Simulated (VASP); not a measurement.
# Be2ZnO3 (P-6m2) in VASP: single point with PBE

Aim: the single point of Be2ZnO3 with PBE.

Everything below comes from runs of VASP 6.6.1. Logs are shortened: lines on timing, memory, paths and dates and some standing lists are left out, and cuts for length are marked.

### 1 The cell of the first run

Symmetry: P-6m2, No. 187, hexagonal system. The conventional cell has a = 3.833 Å, b = 3.833 Å, c = 5.461 Å, α = 90.00°, β = 90.00°, γ = 120.00°. Be (site symmetry 3m) has 1 O at 1.43 Å within 1.9 Å. Zn (site symmetry -6m2) has 6 O at 2.35 Å and 6 Be at 2.57 Å within 3.1 Å. O (site symmetry 3m) has 1 O at 1.55 Å within 2.1 Å. Within 1.9 Å of O (site symmetry -6m2) lie 2 Be at 1.43 Å.

The cell was generated, and may not be a known phase.

### 2 Single point, PBE

INCAR

```
SYSTEM = Be2ZnO3
PREC = Accurate
ENCUT = 1340
EDIFF = 1E-6
ISMEAR = 0
SIGMA = 0.15
LREAL = .FALSE.
LASPH = .TRUE.
NELM = 120
ALGO = Normal
ISIF = 2
LWAVE = .FALSE.
LCHARG = .FALSE.
GGA = PE
NBANDS = 26
GGA_COMPAT = .FALSE.
```

KPOINTS

```
regular mesh
0
G
  4 4 2
  0 0 0
```

POSCAR

```
Be2ZnO3
1.0
    3.8329588098      0.0000000000      0.0000000000
   -1.9164794049      3.3194397009      0.0000000000
    0.0000000000      0.0000000000      5.4606823522
Be Zn O
2 1 3
Direct
    0.6666666667      0.3333333333      0.2609653956
    0.6666666667      0.3333333333      0.7390346044
    0.3333333333      0.6666666667      0.5000000000
    0.0000000000      0.0000000000      0.6422306254
    0.0000000000      0.0000000000      0.3577693746
    0.6666666667      0.3333333333      0.0000000000
```

Potentials or basis: VASP PAW PBE potentials, release 64 (Be, Zn, O_h).

Started as:

```bash
$ cat potpaw_PBE.64/Be/POTCAR potpaw_PBE.64/Zn/POTCAR potpaw_PBE.64/O_h/POTCAR > POTCAR
$ mpirun -np 1 vasp_std > vasp.out
```

OUTCAR:

```text
SYSTEM = Be2ZnO3
   PREC = Accurate
   ENCUT = 1340
   EDIFF = 1E-6
   ISMEAR = 0
   LREAL = .FALSE.
   LASPH = .TRUE.
   NELM = 120
   ISIF = 2
   GGA = PE

 ion  position               nearest neighbor table
   1  0.667  0.333  0.261-   6 1.43   3 2.57   3 2.57   3 2.57
   2  0.667  0.333  0.739-   6 1.43   3 2.57   3 2.57   3 2.57
   3  0.333  0.667  0.500-   1 2.57   2 2.57   1 2.57   2 2.57   1 2.57   2 2.57
   4  0.000  0.000  0.642-
   5  0.000  0.000  0.358-
   6  0.667  0.333  0.000-   1 1.43   2 1.43

  LATTYP: Found a hexagonal cell.
 ALAT       =     3.8329588098
 C/A-ratio  =     1.4246650233

  Lattice vectors:

 A1 = (   3.8329588098,   0.0000000000,   0.0000000000)
 A2 = (  -1.9164794049,   3.3194397009,   0.0000000000)
 A3 = (   0.0000000000,   0.0000000000,   5.4606823522)

Analysis of symmetry for initial positions (statically):
=====================================================================
 Subroutine PRICEL returns:
 Original cell was already a primitive cell.

 Routine SETGRP: Setting up the symmetry group for a
 hexagonal supercell.

 Subroutine GETGRP returns: Found 12 space group operations
 (whereof 12 operations were pure point group operations)
 out of a pool of 24 trial point group operations.

The static configuration has the point symmetry D_3h.

Analysis of symmetry for dynamics (positions and initial velocities):
=====================================================================
 Subroutine PRICEL returns:
 Original cell was already a primitive cell.

 Routine SETGRP: Setting up the symmetry group for a
 hexagonal supercell.

 Subroutine GETGRP returns: Found 12 space group operations
 (whereof 12 operations were pure point group operations)
 out of a pool of 24 trial point group operations.

The dynamic configuration has the point symmetry D_3h.

 Subroutine INISYM returns: Found 12 space group operations
 (whereof 12 operations are pure point group operations),
 and found     1 'primitive' translations

----------------------------------------------------------------------------------------

                                     Primitive cell

  volume of cell :      69.4778

  direct lattice vectors                    reciprocal lattice vectors
     3.832958810  0.000000000  0.000000000     0.260895055  0.150627830  0.000000000
    -1.916479405  3.319439701  0.000000000     0.000000000  0.301255661  0.000000000
     0.000000000  0.000000000  5.460682352     0.000000000  0.000000000  0.183127297

  length of vectors
     3.832958810  3.832958810  5.460682352     0.301255661  0.301255661  0.183127297

  position of ions in fractional coordinates (direct lattice)
     0.666666667  0.333333333  0.260965396
     0.666666667  0.333333333  0.739034604
     0.333333333  0.666666667  0.500000000
     0.000000000  0.000000000  0.642230625
     0.000000000  0.000000000  0.357769375
     0.666666667  0.333333333  0.000000000

  ion indices of the primitive-cell ions
   primitive index   ion index
                 1           1
                 2           2
                 3           3
                 4           4
                 5           5
                 6           6

----------------------------------------------------------------------------------------

 KPOINTS: regular mesh

Automatic generation of k-mesh.
 Grid dimensions read from file:
 generate k-points for:    4    4    2

 Generating k-lattice:

  Cartesian coordinates                     Fractional coordinates (reciprocal lattice)
     0.065223764  0.037656958  0.000000000     0.250000000  0.000000000  0.000000000
     0.000000000  0.075313915  0.000000000     0.000000000  0.250000000  0.000000000
     0.000000000  0.000000000  0.091563649     0.000000000  0.000000000  0.500000000

  Length of vectors
     0.075313915  0.075313915  0.091563649

  Shift w.r.t. Gamma in fractional coordinates (k-lattice)
     0.000000000  0.000000000  0.000000000

 Subroutine IBZKPT returns following result:
 ===========================================

 Found      8 irreducible k-points:

 Following reciprocal coordinates:
            Coordinates               Weight
  0.000000  0.000000  0.000000      1.000000
  0.250000  0.000000  0.000000      6.000000
  0.500000  0.000000  0.000000      3.000000
  0.250000  0.250000  0.000000      6.000000
  0.000000  0.000000  0.500000      1.000000
  0.250000  0.000000  0.500000      6.000000
  0.500000  0.000000  0.500000      3.000000
  0.250000  0.250000  0.500000      6.000000
   k-points           NKPTS =      8   k-points in BZ     NKDIM =      8   number of bands    NBANDS=     26
   number of dos      NEDOS =    301   number of ions     NIONS =      6
   total plane-waves  NPLWV = 161280
   dimension x,y,z NGX =    48 NGY =   48 NGZ =   70
   dimension x,y,z NGXF=    96 NGYF=   96 NGZF=  140
   ions per type =               2   1   3
   NGX,Y,Z   is equivalent  to a cutoff of  20.82, 20.82, 21.31 a.u.
   NGXF,Y,Z  is equivalent  to a cutoff of  41.64, 41.64, 42.62 a.u.
 SYSTEM =  Be2ZnO3
   PREC   = accura    normal or accurate (medium, high low for compatibility)
   ISTART =      0    job   : 0-new  1-cont  2-samecut
   ICHARG =      2    charge: 1-file 2-atom 10-const
   ISPIN  =      1    spin polarized calculation?
   LNONCOLLINEAR =      F non collinear calculations
   LSORBIT =      F    spin-orbit coupling
   LASPH  =      T    aspherical Exc in radial PAW
   ENCUT  = 1340.0 eV  98.49 Ry    9.92 a.u.  11.44 11.44 16.30*2*pi/ulx,y,z
   NELM   =    120;   NELMIN=  2; NELMDL= -5     # of ELM steps
   EDIFF  = 0.1E-05   stopping-criterion for ELM
   LREAL  =      F    real-space projection
   EDIFFG = 0.1E-04   stopping-criterion for IOM
   NSW    =      0    number of steps for IOM
   IBRION =     -1    ionic relax: 0-MD 1-quasi-New 2-CG
   NFREE  =      0    steps in history (QN), initial steepest desc. (CG)
   ISIF   =      2    stress and relaxation
   ISYM   =      2    0-nonsym 1-usesym 2-fastsym
   POTIM  = 0.5000    time-step for ionic-motion
   TEBEG  =    0.0;   TEEND  =   0.0 temperature during run
   PSTRESS=    0.0 pullay stress
   NELECT =      34.0000    total number of electrons
   NUPDOWN=      -1.0000    fix difference up-down
   EMIN   =  10.00;   EMAX   =-10.00  energy-range for DOS
   EFERMI =   0.00;   METHOD = LEGACY
   ISMEAR =     0;   SIGMA  =   0.15  broadening in eV -4-tet -1-fermi 0-gaus
   EFERMI_NEDOS =   21; number of points for ismear=-14 and -15
   IALGO  =     38    algorithm
   IMIX   =      4    mixing-type and parameters
     AMIX     =   0.40;   BMIX     =  1.00
     AMIX_MAG =   1.60;   BMIX_MAG =  1.00
  volume/ion in A,a.u.               =      11.58        78.14
  Fermi-wavevector in a.u.,A,eV,Ry     =   1.290088  2.437912 22.644529  1.664326
  Thomas-Fermi vector in A             =   2.421941
   LORBIT       =      0    0 simple, 1 ext, 2 COOP (PROOUT), +10 PAW based schemes
   GGA     = PE    functional components
   LHFCALC =     F    Hartree Fock is set to
   AEXX    =    0.0000 exact exchange contribution
   IVDW    =     0    specifies the selected vdW correction
   LEPSILON=     F    determine dielectric tensor
   LRPA    =     F    only Hartree local field effects (RPA)
 non-spin polarized calculation
 Gauss-broadening in eV      SIGMA  =   0.15
  energy-cutoff  :     1340.00
  volume of cell :       69.48
 maximum number of plane-waves:      7784
 NGX is ok and might be reduce to    48
   NGX = 23   NGY = 23   NGZ = 33

 number of electron      34.0000002 magnetization

 Free energy of the ion-electron system (eV)
  ---------------------------------------------------
  ext. energy  EPLUGINS =         0.00000000
  ---------------------------------------------------
  free energy    TOTEN  =       -26.86193271 eV

  energy without entropy =      -26.86179664  energy(sigma->0) =      -26.86186467

 E-fermi :   2.9639     XC(G=0):  -9.6831

 val. band max:        2.6160537181   @ k =   0.2500   0.2500   0.0000
 cond. band min:       3.2540152380   @ k =   0.0000   0.0000   0.5000
 fundamental gap:      0.6379615199
 Fermi energy:         2.9639162146

 k-point     1 :       0.0000    0.0000    0.0000
  band No.  band energies     occupation
      1     -19.7476      2.00000
      2     -15.4131      2.00000
      3     -14.1260      2.00000
      4      -5.3799      2.00000
      5      -5.3799      2.00000
      6      -4.8663      2.00000
[... 18 lines left out ...]
     25      10.1171      0.00000
     26      14.8320      0.00000

 k-point     2 :       0.2500    0.0000    0.0000
  band No.  band energies     occupation
      1     -19.6815      2.00000
      2     -15.3845      2.00000
      3     -14.0858      2.00000
      4      -5.6948      2.00000
      5      -5.1782      2.00000
      6      -4.7977      2.00000
[... 18 lines left out ...]
     25      12.3524      0.00000
     26      14.3504      0.00000

 k-point     3 :       0.5000    0.0000    0.0000
  band No.  band energies     occupation
      1     -19.6140      2.00000
      2     -15.3556      2.00000
      3     -14.0448      2.00000
      4      -5.9027      2.00000
      5      -4.8510      2.00000
      6      -4.7354      2.00000
[... 18 lines left out ...]
     25      11.8124      0.00000
     26      13.1720      0.00000

 k-point     4 :       0.2500    0.2500    0.0000
  band No.  band energies     occupation
      1     -19.6143      2.00000
      2     -15.3553      2.00000
      3     -14.0448      2.00000
      4      -5.6851      2.00000
      5      -4.9369      2.00000
      6      -4.8353      2.00000
[... 18 lines left out ...]
     25      12.9128      0.00000
     26      13.3510      0.00000

 k-point     5 :       0.0000    0.0000    0.5000
  band No.  band energies     occupation
      1     -19.7366      2.00000
      2     -15.5333      2.00000
      3     -13.9931      2.00000
      4      -5.3687      2.00000
      5      -5.3687      2.00000
      6      -5.0389      2.00000
[... 18 lines left out ...]
     25      11.4424      0.00000
     26      14.0444      0.00000

 k-point     6 :       0.2500    0.0000    0.5000
  band No.  band energies     occupation
      1     -19.6733      2.00000
      2     -15.4538      2.00000
      3     -14.0205      2.00000
      4      -5.7426      2.00000
      5      -5.1640      2.00000
      6      -4.8327      2.00000
[... 18 lines left out ...]
     25      12.3599      0.00000
     26      13.1147      0.00000

 k-point     7 :       0.5000    0.0000    0.5000
  band No.  band energies     occupation
      1     -19.6090      2.00000
      2     -15.3685      2.00000
      3     -14.0530      2.00000
      4      -5.9597      2.00000
      5      -4.8385      2.00000
      6      -4.7509      2.00000
[... 18 lines left out ...]
     25      13.1965      0.00000
     26      13.2611      0.00000

 k-point     8 :       0.2500    0.2500    0.5000
  band No.  band energies     occupation
      1     -19.6093      2.00000
      2     -15.3692      2.00000
      3     -14.0521      2.00000
      4      -5.7126      2.00000
      5      -4.9546      2.00000
      6      -4.7942      2.00000
[... 18 lines left out ...]
     25      13.8521      0.00000
     26      14.4042      0.00000

------------------------ aborting loop because EDIFF is reached ----------------------------------------

  FORCE on cell =-STRESS in cart. coord.  units (eV):
  Direction    XX          YY          ZZ          XY          YZ          ZX
  --------------------------------------------------------------------------------------
  -------------------------------------------------------------------------------------
  Total       -0.0535313     -0.0535313     -0.0233503      0.0000000     -0.0000000      0.0000000
  in kB       -1.2344479     -1.2344479     -0.5384653      0.0000000     -0.0000000      0.0000000
  external PRESSURE =      -1.0024537 kB  Pullay stress =       0.0000000 kB

 VOLUME and BASIS-vectors are now :
 -----------------------------------------------------------------------------
  energy-cutoff  :     1340.00
  volume of cell :       69.48
      direct lattice vectors                 reciprocal lattice vectors
     3.832958810  0.000000000  0.000000000     0.260895055  0.150627830  0.000000000
    -1.916479405  3.319439701  0.000000000     0.000000000  0.301255661  0.000000000
     0.000000000  0.000000000  5.460682352     0.000000000  0.000000000  0.183127297

 POSITION                                       TOTAL-FORCE (eV/Angst)
 -----------------------------------------------------------------------------------
      1.91648      1.10648      1.42505         0.000000      0.000000      0.015640
      1.91648      1.10648      4.03563         0.000000      0.000000     -0.015640
     -0.00000      2.21296      2.73034         0.000000      0.000000     -0.000000
      0.00000      0.00000      3.50702         0.000000      0.000000     -0.015253
      0.00000      0.00000      1.95366         0.000000     -0.000000      0.015253
      1.91648      1.10648      0.00000        -0.000000      0.000000     -0.000000
 -----------------------------------------------------------------------------------
    total drift:                               -0.000000      0.000000     -0.000000

  FREE ENERGIE OF THE ION-ELECTRON SYSTEM (eV)
  ---------------------------------------------------
  free  energy   TOTEN  =       -26.8619327052 eV

  energy  without entropy=      -26.8617966353  energy(sigma->0) =      -26.86186467
```

Run time: 53 s. Hardware: 1 thread of AMD EPYC 7R13 (Zen 3), shared host; peak memory 0.36 GiB.

What came out:

```yaml
Free_energy: -26.8619 eV
Pressure: -0.1 GPa
Largest_force: 0.016 eV/Å
Band_gap_on_the_k_mesh: 0.64 eV (least direct gap 1.27 eV)
```

Forces in eV/Å, atoms in the order of the input:
```
Be   0.000  0.000  0.016
Be   0.000  0.000 -0.016
Zn   0.000  0.000  0.000
O    0.000  0.000 -0.015
O    0.000  0.000  0.015
O    0.000  0.000  0.000
```

Caveat: the k points lie up to 0.58 Å⁻¹ apart; semilocal functionals underestimate gaps, and a narrow one can read as zero.
